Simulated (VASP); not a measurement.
# Na2F (P1) in VASP: relaxation of cell and atoms with PBE+D3(BJ)

Aim: the relaxation of cell and atoms of Na2F with PBE+D3(BJ).

All numbers are computed with VASP 6.6.1; they aren't measurements. Logs are shortened: lines on timing, memory, paths and dates and some standing lists are left out, and cuts for length are marked.

## 1. The cell of the first run

The typed cell holds 6 atoms: a = 3.493 Å, b = 3.404 Å, c = 11.685 Å, α = 91.72°, β = 89.18°, γ = 122.46°.

## 2. Relaxation of cell and atoms, PBE+D3(BJ)

INCAR reads:

```
PREC = Accurate
ENCUT = 600
EDIFF = 1E-7
ISMEAR = 0
SIGMA = 0.2
LREAL = F
LASPH = T
NELM = 60
ALGO = Normal
ISIF = 3
LWAVE = F
LCHARG = F
GGA = PE
IVDW = 12
IBRION = 2
NSW = 80
EDIFFG = -0.025
```

KPOINTS reads:

```
regular mesh
0
Gamma
  6 6 2
```

POSCAR reads:

```
Na2F
1.0
    3.4925115756     -0.0474384304      0.0242610462
   -1.7873386736      2.8964983157     -0.0508019907
    0.0845188266     -0.1555621569     11.6839629503
Na F
4 2
Direct
    0.6296693627      0.2777927837      0.1137908945
    0.5988393444      0.3663372546      0.5997260150
    0.2936555273      0.7087210190      0.3778945080
    0.3979433144      0.6775335577      0.8725626218
    0.0277251726      0.9992342331      0.5172662347
    0.0521672786     -0.0296188481      0.0187597259
```

Potentials or basis: VASP PAW PBE potentials, release 64 (Na_pv, F).

Command:

```sh
$ cat potpaw_PBE.64/Na_pv/POTCAR potpaw_PBE.64/F/POTCAR > POTCAR
$ mpirun -np 1 vasp_std > vasp.out
```

OUTCAR:

```text
PREC = Accurate
   ENCUT = 600
   EDIFF = 1E-7
   ISMEAR = 0
   LREAL = F
   LASPH = T
   NELM = 60
   ISIF = 3
   GGA = PE
   IVDW = 12
   IBRION = 2
   NSW = 80
   EDIFFG = -0.025
 IVDW          = 12

 ion  position               nearest neighbor table
   1  0.630  0.278  0.114-   6 2.03   6 2.31
   2  0.599  0.366  0.600-   5 1.94   5 2.11
   3  0.294  0.709  0.378-   5 2.31
   4  0.398  0.678  0.873-
   5  0.028  0.999  0.517-   2 1.94   2 2.11   3 2.31
   6  0.052  0.970  0.019-   1 2.03   1 2.31

  LATTYP: Found a triclinic cell.
 ALAT       =     3.3204610038
 B/A-ratio  =     1.0519376645
 C/A-ratio  =     3.8797660596
 COS(alpha) =     0.0005472739
 COS(beta)  =     0.3652075541
 COS(gamma) =     0.5017665194

  Lattice vectors:

 A1 = (  -1.7051729020,  -2.8490598853,   0.0265409445)
 A2 = (  -3.4925115756,   0.0474384304,  -0.0242610462)
 A3 = (  -0.0023530550,  -5.5899960441, -11.6066200151)

Analysis of symmetry for initial positions (statically):
=====================================================================
 Subroutine PRICEL returns:
 Original cell was already a primitive cell.

 Routine SETGRP: Setting up the symmetry group for a
 triclinic supercell.

 Subroutine GETGRP returns: Found  1 space group operations
 (whereof  1 operations were pure point group operations)
 out of a pool of  2 trial point group operations.

The static configuration has the point symmetry C_1 .

Analysis of symmetry for dynamics (positions and initial velocities):
=====================================================================
 Subroutine PRICEL returns:
 Original cell was already a primitive cell.

 Routine SETGRP: Setting up the symmetry group for a
 triclinic supercell.

 Subroutine GETGRP returns: Found  1 space group operations
 (whereof  1 operations were pure point group operations)
 out of a pool of  2 trial point group operations.

The dynamic configuration has the point symmetry C_1 .

 Subroutine INISYM returns: Found  1 space group operations
 (whereof  1 operations are pure point group operations),
 and found     1 'primitive' translations

----------------------------------------------------------------------------------------

                                     Primitive cell

  volume of cell :     117.1783

  direct lattice vectors                    reciprocal lattice vectors
     3.492511576 -0.047438430  0.024261046     0.288745135  0.178180582  0.000283616
    -1.787338674  2.896498316 -0.050801991     0.004697922  0.348224123  0.004602328
     0.084518827 -0.155562157 11.683962950    -0.000579135  0.001144101  0.085606821

  length of vectors
     3.492917993  3.403948130 11.685304157     0.339296556  0.348286221  0.085616425

  position of ions in fractional coordinates (direct lattice)
     0.629669363  0.277792784  0.113790894
     0.598839344  0.366337255  0.599726015
     0.293655527  0.708721019  0.377894508
     0.397943314  0.677533558  0.872562622
     0.027725173  0.999234233  0.517266235
     0.052167279  0.970381152  0.018759726

  ion indices of the primitive-cell ions
   primitive index   ion index
                 1           1
                 2           2
                 3           3
                 4           4
                 5           5
                 6           6

----------------------------------------------------------------------------------------

 KPOINTS: regular mesh

Automatic generation of k-mesh.
 Grid dimensions read from file:
 generate k-points for:    6    6    2

 Generating k-lattice:

  Cartesian coordinates                     Fractional coordinates (reciprocal lattice)
     0.048124189  0.029696764  0.000047269     0.166666667 -0.000000000 -0.000000000
     0.000782987  0.058037354  0.000767055    -0.000000000  0.166666667 -0.000000000
    -0.000289568  0.000572050  0.042803411     0.000000000  0.000000000  0.500000000

  Length of vectors
     0.056549426  0.058047704  0.042808212

  Shift w.r.t. Gamma in fractional coordinates (k-lattice)
     0.000000000  0.000000000  0.000000000

 Subroutine IBZKPT returns following result:
 ===========================================

 Found     40 irreducible k-points:

 Following reciprocal coordinates:
            Coordinates               Weight
  0.000000  0.000000  0.000000      1.000000
  0.166667 -0.000000  0.000000      2.000000
  0.333333 -0.000000  0.000000      2.000000
  0.500000 -0.000000  0.000000      1.000000
  0.000000  0.166667 -0.000000      2.000000
  0.166667  0.166667 -0.000000      2.000000
[... 16 lines left out ...]
  0.333333 -0.000000  0.500000      2.000000
  0.500000 -0.000000  0.500000      1.000000
 [... further k-points ...]
   k-points           NKPTS =     40   k-points in BZ     NKDIM =     40   number of bands    NBANDS=     25
   number of dos      NEDOS =    301   number of ions     NIONS =      6
   total plane-waves  NPLWV =  75264
   dimension x,y,z NGX =    28 NGY =   28 NGZ =   96
   dimension x,y,z NGXF=    56 NGYF=   56 NGZF=  192
   ions per type =               4   2
   NGX,Y,Z   is equivalent  to a cutoff of  13.33, 13.67, 13.66 a.u.
   NGXF,Y,Z  is equivalent  to a cutoff of  26.65, 27.35, 27.32 a.u.
 SYSTEM =  unknown system
   PREC   = accura    normal or accurate (medium, high low for compatibility)
   ISTART =      0    job   : 0-new  1-cont  2-samecut
   ICHARG =      2    charge: 1-file 2-atom 10-const
   ISPIN  =      1    spin polarized calculation?
   LNONCOLLINEAR =      F non collinear calculations
   LSORBIT =      F    spin-orbit coupling
   LASPH  =      T    aspherical Exc in radial PAW
   ENCUT  =  600.0 eV  44.10 Ry    6.64 a.u.   6.98  6.80 23.34*2*pi/ulx,y,z
   NELM   =     60;   NELMIN=  2; NELMDL= -5     # of ELM steps
   EDIFF  = 0.1E-06   stopping-criterion for ELM
   LREAL  =      F    real-space projection
   EDIFFG = -.3E-01   stopping-criterion for IOM
   NSW    =     80    number of steps for IOM
   IBRION =      2    ionic relax: 0-MD 1-quasi-New 2-CG
   NFREE  =      1    steps in history (QN), initial steepest desc. (CG)
   ISIF   =      3    stress and relaxation
   ISYM   =      2    0-nonsym 1-usesym 2-fastsym
   POTIM  = 0.5000    time-step for ionic-motion
   TEBEG  =    0.0;   TEEND  =   0.0 temperature during run
   PSTRESS=    0.0 pullay stress
   NELECT =      42.0000    total number of electrons
   NUPDOWN=      -1.0000    fix difference up-down
   EMIN   =  10.00;   EMAX   =-10.00  energy-range for DOS
   EFERMI =   0.00;   METHOD = LEGACY
   ISMEAR =     0;   SIGMA  =   0.20  broadening in eV -4-tet -1-fermi 0-gaus
   EFERMI_NEDOS =   21; number of points for ismear=-14 and -15
   IALGO  =     38    algorithm
   IMIX   =      4    mixing-type and parameters
     AMIX     =   0.40;   BMIX     =  1.00
     AMIX_MAG =   1.60;   BMIX_MAG =  1.00
  volume/ion in A,a.u.               =      19.53       131.79
  Fermi-wavevector in a.u.,A,eV,Ry     =   1.162899  2.197561 18.399635  1.352335
  Thomas-Fermi vector in A             =   2.299455
   LORBIT       =      0    0 simple, 1 ext, 2 COOP (PROOUT), +10 PAW based schemes
   GGA     = PE    functional components
   LHFCALC =     F    Hartree Fock is set to
   AEXX    =    0.0000 exact exchange contribution
   IVDW    =    12    specifies the selected vdW correction
   LEPSILON=     F    determine dielectric tensor
   LRPA    =     F    only Hartree local field effects (RPA)
 conjugate gradient relaxation of ions
 non-spin polarized calculation
 Gauss-broadening in eV      SIGMA  =   0.20
  energy-cutoff  :      600.00
  volume of cell :      117.18
 maximum number of plane-waves:      3932
   NGX = 13   NGY = 13   NGZ = 47

--------------------------------------- Ionic step        1  -------------------------------------------

 number of electron      42.0000003 magnetization

 Free energy of the ion-electron system (eV)
  ---------------------------------------------------
  ext. energy  EPLUGINS =         0.00000000
  ---------------------------------------------------
  free energy    TOTEN  =       -18.65555699 eV

  energy without entropy =      -18.64016503  energy(sigma->0) =      -18.64786101

------------------------ aborting loop because EDIFF is reached ----------------------------------------

 Edisp (eV)   -0.96165

 E8    (eV) :    -0.4395

  FORCE on cell =-STRESS in cart. coord.  units (eV):
  Direction    XX          YY          ZZ          XY          YZ          ZX
  --------------------------------------------------------------------------------------
  -------------------------------------------------------------------------------------
  Total       1.11428     2.01338     1.40598     2.14715     1.02143     1.70280
  in kB      15.23556    27.52891    19.22394    29.35798    13.96605    23.28241
  external pressure =       20.66 kB  Pullay stress =        0.00 kB
[... 109 lines left out ...]
  FREE ENERGIE OF THE ION-ELECTRON SYSTEM (eV)
  ---------------------------------------------------
  free  energy   TOTEN  =       -19.9794153161 eV

  energy  without entropy=      -19.9631195821  energy(sigma->0) =      -19.97126745

[... ionic steps 4 to 15 ...]

--------------------------------------- Ionic step       16  -------------------------------------------

 number of electron      41.9999983 magnetization

------------------------ aborting loop because EDIFF is reached ----------------------------------------

 Edisp (eV)   -0.99657

 E8    (eV) :    -0.4550
[... 77 lines left out ...]
  energy  without entropy=      -20.1908040007  energy(sigma->0) =      -20.19922830

--------------------------------------- Ionic step       18  -------------------------------------------

 number of electron      41.9999974 magnetization

 Free energy of the ion-electron system (eV)
  ---------------------------------------------------
  ext. energy  EPLUGINS =         0.00000000
  ---------------------------------------------------
  free energy    TOTEN  =       -19.21256137 eV

  energy without entropy =      -19.19573988  energy(sigma->0) =      -19.20415062

 E-fermi :   1.9446     XC(G=0):  -7.9200

 val. band max:        1.9374920247   @ k =   0.0000   0.3333   0.0000
 cond. band min:       1.9464174500   @ k =  -0.3333   0.3333  -0.0000
 fundamental gap:      0.0089254253
 Fermi energy:         1.9446082901

 k-point     1 :       0.0000    0.0000    0.0000
  band No.  band energies     occupation
      1     -23.1501      2.00000
      2     -23.1357      2.00000
      3     -22.7400      2.00000
      4     -22.7383      2.00000
      5     -22.7363      2.00000
      6     -22.7348      2.00000
[... 661 lines left out ...]
     24       4.1286      0.00000
     25       7.2459      0.00000

 [... further k-points ...]

------------------------ aborting loop because EDIFF is reached ----------------------------------------

 Edisp (eV)   -0.99550

 E8    (eV) :    -0.4545

  FORCE on cell =-STRESS in cart. coord.  units (eV):
  Direction    XX          YY          ZZ          XY          YZ          ZX
  --------------------------------------------------------------------------------------
  -------------------------------------------------------------------------------------
  Total       0.01264    -0.00929    -0.02708    -0.00771     0.01144    -0.01970
  in kB       0.17900    -0.13161    -0.38364    -0.10924     0.16204    -0.27904
  external pressure =       -0.11 kB  Pullay stress =        0.00 kB
[... 21 lines left out ...]
  FREE ENERGIE OF THE ION-ELECTRON SYSTEM (eV)
  ---------------------------------------------------
  free  energy   TOTEN  =       -20.2080594299 eV

  energy  without entropy=      -20.1912379456  energy(sigma->0) =      -20.19964869

 reached required accuracy - stopping structural energy minimisation
```

It took 10 min on 1 thread of Intel Xeon 6975P-C (Granite Rapids), shared host; peak memory 0.34 GiB.

Results:

* Free energy: -20.2081 eV
* Relaxed volume: 18.85 Å³/atom
* Relaxed cell: a = 3.339 Å, b = 3.349 Å, c = 11.677 Å, α = 89.70°, β = 88.89°, γ = 119.95°
* Space group after relaxing (to 0.05 Å): P-1 (No. 2)
* Energy gained by relaxing: 98.5 meV/atom
* Ionic steps: 18
* Pressure after relaxing: 0.0 GPa
* Largest force after relaxing: 0.022 eV/Å
* Band gap on the k mesh: zero (band 21 reaches 5.12 eV, above the bottom of band 22 at -0.19 eV)
* Dispersion energy per atom: -0.166 eV

Forces on the atoms (eV/Å):
```
Na   0.007  0.020 -0.007
Na   0.006 -0.010  0.003
Na   0.001 -0.011  0.000
Na  -0.016  0.001 -0.001
F    0.008  0.006  0.003
F   -0.006 -0.007  0.001
```

Step by step:
| step | energy change (eV) | largest force (eV/Å) | pressure (GPa) | volume (Å³) |
| --- | --- | --- | --- | --- |
| 1 | 0.0000 | 1.8032 | 2.07 | 117.18 |
| 2 | -0.3368 | 0.6446 | -0.49 | 121.44 |
| 3 | -0.3622 | 0.5546 | -0.89 | 122.56 |
| 4 | -0.3725 | 0.4539 | -1.50 | 124.79 |
| 5 | -0.3739 | 0.4753 | -1.37 | 124.21 |
| 6 | -0.4407 | 0.3841 | -1.05 | 121.21 |
| 7 | -0.5323 | 0.2352 | 0.51 | 112.44 |
| 8 | -0.5636 | 0.1507 | 0.26 | 112.55 |
| 9 | -0.5770 | 0.1144 | 0.09 | 112.65 |
| 10 | -0.5771 | 0.1124 | 0.10 | 112.64 |
| 11 | -0.5837 | 0.0851 | 0.00 | 113.08 |
| 12 | -0.5874 | 0.0447 | -0.17 | 113.82 |
| 13 | -0.5874 | 0.0483 | -0.15 | 113.74 |
| 14 | -0.5891 | 0.0334 | 0.03 | 113.00 |
| 15 | -0.5893 | 0.0376 | 0.11 | 112.68 |
| 16 | -0.5903 | 0.0264 | 0.03 | 112.98 |
| 17 | -0.5904 | 0.0297 | -0.02 | 113.15 |
| 18 | -0.5909 | 0.0220 | -0.01 | 113.11 |

Final structure:
```
Na F
1.0
     3.33894    0.00396    0.03729
    -1.67567    2.89968    0.00594
     0.09572    0.10133   11.67611
Na F
4 2
Direct
  0.67718 0.30192 0.11698
  0.63097 0.34746 0.61625
  0.31886 0.69513 0.38321
  0.37320 0.65538 0.88370
  0.97297 0.02010 0.49972
  0.02683 0.98001 0.00014
```

Caveat: the k points lie up to 0.36 Å⁻¹ apart in the final cell; pairwise dispersion overbinds metals, which lowers pressure and volume.
